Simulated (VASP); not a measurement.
Wanted: the native input for a VASP 6.6.1 run.

| Quantity | Value |
| --- | --- |
| Task | single point |
| Functional | LDA |
| Potentials or basis | VASP PAW LDA potentials, release 64 (Rb_sv) |
| Cutoff | 520 eV |
| k mesh | 14 × 14 × 14 |
| Occupations | gaussian, width 0.15 eV |
| Spin | no spin polarisation |
| Dipole correction | no |
| Further INCAR settings | ALGO = Fast; EDIFF = 1e-06; NBANDS = 10 |

The structure of Rb lies in POSCAR:

```
Rb
1.0
   -2.3200268104      2.3200268104      3.6326979798
    2.3200268104     -2.3200268104      3.6326979798
    2.3200268104      2.3200268104     -3.6326979798
Rb
1
Direct
    0.0000000000      0.0000000000      0.0000000000
```

One way to write it, as run:

INCAR

```
ALGO = Fast ; EDIFF = 1E-6
ENCUT = 520 ; GGA = CA
ISIF = 2 ; ISMEAR = 0
LASPH = True ; LCHARG = False
LREAL = False ; LWAVE = False
NBANDS = 10 ; NELM = 80
PREC = Accurate ; SIGMA = 0.15
```

KPOINTS

```
k-points
0
Gamma
  14 14 14
```

Potentials or basis: VASP PAW LDA potentials, release 64 (Rb_sv).

The run is started by

```sh
$ cat potpaw_LDA.64/Rb_sv/POTCAR > POTCAR
$ mpirun -np 1 vasp_std > vasp.out
```

It gave:

```
Pressure               : 0.0 GPa
Band gap on the k mesh : zero (an odd number of electrons rules out a gap without spin polarisation)
```

It took 71 s on 1 thread of Intel(R) Xeon(R) Platinum 8488C (Sapphire Rapids), on a shared host, peak memory 0.3 GiB.
